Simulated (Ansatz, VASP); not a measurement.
# Two plane-wave programs on Pt

Contents of INCAR:

```
SYSTEM = Pt
  PREC = Accurate
  ENCUT = 520
  EDIFF = 1E-7
  ISMEAR = -1
  SIGMA = 0.1
  LREAL = .FALSE.
  LASPH = .TRUE.
  NELM = 100
  ALGO = Normal
  ISIF = 2
  LWAVE = .FALSE.
  LCHARG = .FALSE.
  GGA = PE
  NBANDS = 11
```

The input KPOINTS:

```
Automatic mesh
0
G
  13 13 13
  0 0 0
```

File POSCAR:

```
Pt
1.0
    2.6937718818      0.0000000000      0.0000000000
    0.0000000000      2.6937718818      0.0000000000
    0.0000000000      0.0000000000      2.6937718818
Pt
1
Direct
    0.0000000000      0.0000000000      0.0000000000
```

Input for Ansatz:

```yaml
crystal:
  lattice:
    - [2.6937718818, 0.0, 0.0]
    - [0.0, 2.6937718818, 0.0]
    - [0.0, 0.0, 2.6937718818]
  atoms:
    - { symbol: Pt, position: [0.0, 0.0, 0.0] }
hamiltonian:
  xc: pbe
  pseudopotentials:
    kind: paw
    azcp:
      Pt: "pseudopotentials/Pt.paw.azcp"
basis:
  ecutwfc: 420
  fft_grid_basis: typed
kpoints:
  mp_grid: { grid: [13, 13, 13], shift: [0, 0, 0] }
magnetization:
  spin_polarized: false
scf:
  occupations: { method: fermi_dirac, width: 0.1 }
  lower_state_search: "off"
output:
  stress: true
```

Alike in both runs: task single point; functional PBE; k mesh 13 × 13 × 13; occupations fermi-dirac, width 0.1 eV; no spin polarisation.

|  | VASP | Ansatz |
| --- | --- | --- |
| version | VASP 6.6.1 | Ansatz 0.2.0 |
| potentials or method | VASP PAW PBE potentials, release 64 (Pt), cutoff 520 eV | plane waves (420 eV) with PAW, scalar-relativistic |
| valence electrons in the cell | 10 | 18 |

VASP gave:

```
pressure (GPa) : -11.8
```

Estimate Ansatz's values.

pressure (GPa): -11.5.

VASP's potentials hold 10 valence electrons a cell and Ansatz's 18, so a difference there can come from the potentials and not from the codes.

Neither program's run includes spin-orbit coupling.
